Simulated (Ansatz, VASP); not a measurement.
## Two plane-wave programs on Cd2S

The input INCAR:

```
PREC     = Accurate       # precision mode
ENCUT    = 600            # plane-wave cutoff, eV
EDIFF    = 1E-6           # SCF threshold, eV
ISMEAR   = 0              # smearing method
SIGMA    = 0.1            # smearing width, eV
LREAL    = False          # projectors in reciprocal space
LASPH    = True           # aspherical terms in the spheres
NELM     = 60             # most SCF steps
ALGO     = Normal         # electronic algorithm
ISIF     = 3              # what is computed and relaxed
LWAVE    = False          # write WAVECAR
LCHARG   = False          # write CHGCAR
GGA      = PE             # functional
IBRION   = 2              # ionic algorithm
NSW      = 100            # ionic steps
EDIFFG   = -0.01          # ionic threshold
```

File KPOINTS:

```
regular mesh
0
Gamma
  12 12 8
```

File POSCAR:

```
Cd2S
1.0
    3.8076219608      0.0000000000      0.0000000000
   -1.9038109804      3.2974973461      0.0000000000
    0.0000000000      0.0000000000      5.3904799644
Cd S
2 1
Direct
    0.6666666667      0.3333333333      0.6992667505
    0.3333333333      0.6666666667      0.3007332495
    0.0000000000      0.0000000000      0.0000000000
```

Input for Ansatz:

```yaml
crystal:
  lattice:
    - [3.8076219608, 0.0, 0.0]
    - [-1.9038109804, 3.2974973461, 0.0]
    - [0.0, 0.0, 5.3904799644]
  atoms:
    - { symbol: Cd, position: [0.6666666667, 0.3333333333, 0.6992667505] }
    - { symbol: Cd, position: [0.3333333333, 0.6666666667, 0.3007332495] }
    - { symbol: S, position: [0.0, 0.0, 0.0] }
basis:
  ecutwfc: 420
kpoints:
  mp_grid: { grid: [12, 12, 8] }
hamiltonian:
  xc: pbe
scf:
  occupations: { method: gaussian, width: 0.1 }
output:
  forces: true
  stress: true
  eigenvalues: true
relax:
  adjacent_minimum: "off"
  f_tol: 0.01
  max_steps: 80
  cell: { stress_tol: 0.05 }
```

Alike in both runs: task relaxation of cell and atoms; functional PBE; k mesh 12 × 12 × 8; occupations gaussian, width 0.1 eV; no spin polarisation.

|  | VASP | Ansatz |
| --- | --- | --- |
| version | VASP 6.6.1 | Ansatz 0.2.0 |
| potentials or method | VASP PAW PBE potentials, release 64 (Cd, S), cutoff 600 eV | scalar-relativistic, plane waves, PAW |
| valence electrons in the cell | 30 | 46 |

|  | VASP | Ansatz | Ansatz less VASP |
| --- | --- | --- | --- |
| gap on the k mesh at the Fermi level, each at its own relaxed structure (eV) | none | none | - |
| relaxed volume (Å³/atom) | 22.67 | 22.57 | -0.095 |
| relaxed cell length with the largest relative difference (Å) | 3.807 | 3.801 | -0.0062 |

A gap of «none» marks a metal or a gap that the smearing closes. VASP's potentials hold 30 valence electrons a cell and Ansatz's 46, so a difference there can come from the potentials and not from the codes.
